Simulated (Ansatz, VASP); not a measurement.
# Two plane-wave programs on TaVN2

File INCAR:

```
SYSTEM = TaVN2
PREC = Accurate
ENCUT = 600
EDIFF = 1E-6
ISMEAR = -1
SIGMA = 0.05
LREAL = .False.
LASPH = .True.
NELM = 200
ALGO = Normal
ISIF = 2
LWAVE = .False.
LCHARG = .False.
ISPIN = 2
MAGMOM = 0 2.5 0 0
LORBIT = 11
NUPDOWN = 2.5
LMAXMIX = 4
GGA = PS
NBANDS = 30
GGA_COMPAT = .False.
```

Contents of KPOINTS:

```
Automatic mesh
0
Gamma
  7 7 5
  0 0 0
```

File POSCAR:

```
TaVN2
1.0
    3.0498670000      0.0000000000      0.0000000000
    0.0000000000      3.0498670000      0.0000000000
    0.0000000000      0.0000000000      4.2960620000
Ta V N
1 1 2
Direct
    0.0000000000      0.0000000000      0.0000000000
    0.5000000000      0.5000000000      0.5000000000
    0.5000000000      0.5000000000      0.0000000000
    0.0000000000      0.0000000000      0.5000000000
```

input.yaml

```yaml
crystal:
  lattice:
    - [3.049867, 0.0, 0.0]
    - [0.0, 3.049867, 0.0]
    - [0.0, 0.0, 4.296062]
  atoms:
    - { symbol: Ta, position: [0.0, 0.0, 0.0] }
    - { symbol: V, position: [0.5, 0.5, 0.5], spin: 2.5 }
    - { symbol: "N", position: [0.5, 0.5, 0.0] }
    - { symbol: "N", position: [0.0, 0.0, 0.5] }
hamiltonian:
  xc: pbesol
  pseudopotentials: { kind: paw }
magnetization:
  spin_polarized: true
  initial_magnetization: 2.5
  spin_locking: { lock_magnetization: hard }
kpoints:
  mp_grid: { grid: [7, 7, 5] }
scf:
  occupations: { method: fermi_dirac, width: 0.05 }
  lower_state_search: "off"
output:
  forces: true
  stress: true
  eigenvalues: true
  write_density: true
  write_potential: true
  elf: true
  volumetric_format: npy
```

Alike in both runs: task single point; functional PBEsol; k mesh 7 × 7 × 5; occupations fermi-dirac, width 0.05 eV; collinear spin; fixed moment 2.5 μB.

```csv
,VASP,Ansatz
version,VASP 6.6.1,Ansatz 0.2.0
potentials or method,"VASP PAW PBE potentials, release 64 (Ta_sv_GW, V_sv, N)",Ansatz PAW
plane-wave cutoff (eV),600,420
valence electrons in the cell,36,36
```

Ansatz gave:

| Quantity | Value |
| --- | --- |
| pressure (GPa) | -3.8 |
| traceless stress, the component that is largest in VASP (GPa) | -3.77 |
| net moment per atom (μB) | 0.62 |
| size of the moment on the site where the two differ most (μB) | 1.60 |

Problem. What did VASP give for the same quantities?

Solution. Pressure (GPa): -3.6; traceless stress, the component that is largest in VASP (GPa): -3.79; net moment per atom (μB): 0.62; size of the moment on the site where the two differ most (μB): 1.88.

VASP's potentials were made for PBE, not for PBEsol. Site moments also hang on the region over which each program counts them.

Neither program's run includes spin-orbit coupling.
